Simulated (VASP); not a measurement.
A run of VASP 6.6.1 is set up as follows.

INCAR

```
SYSTEM = GaSb3
PREC = Accurate
ENCUT = 520
EDIFF = 1E-6
ISMEAR = 0
SIGMA = 0.1
LREAL = .FALSE.
LASPH = .TRUE.
NELM = 80
ALGO = Normal
ISIF = 2
LWAVE = .FALSE.
LCHARG = .FALSE.
GGA = PE
NBANDS = 22
```

File KPOINTS:

```
regular mesh
0
G
  8 8 8
  0 0 0
```

File POSCAR:

```
GaSb3
1.0
    0.0000000000      3.7305950000      3.7305950000
    3.7305950000      0.0000000000      3.7305950000
    3.7305950000      3.7305950000      0.0000000000
Ga Sb
1 3
Direct
    0.0000000000      0.0000000000      0.0000000000
    0.2801560475      0.2801560475      0.2198439525
    0.7500000000      0.7500000000      0.7500000000
    0.5000000000      0.5000000000      0.5000000000
```

Potentials or basis: VASP PAW PBE potentials, release 64 (Ga_d, Sb).

Command:

```sh
$ cat potpaw_PBE.64/Ga_d/POTCAR potpaw_PBE.64/Sb/POTCAR > POTCAR
$ mpirun -np 1 vasp_std > vasp.out
```

Task: Predict the band gap on the k mesh.

Result: Zero (band 14 reaches 8.83 eV, above the bottom of band 15 at 5.55 eV).

Task: What does it give for the pressure?

Result: -0.4 GPa.

Task: Estimate the largest force.

Result: 0.455 eV/Å.

Stress tensor (GPa, compression positive):
```
-0.41  0.52  0.00
 0.52 -0.41  0.00
 0.00  0.00 -0.50
```

Caveat: the cell differs from its parent crystal (one atom moved); spin-orbit coupling is left out, which moves the levels of the heavy elements.
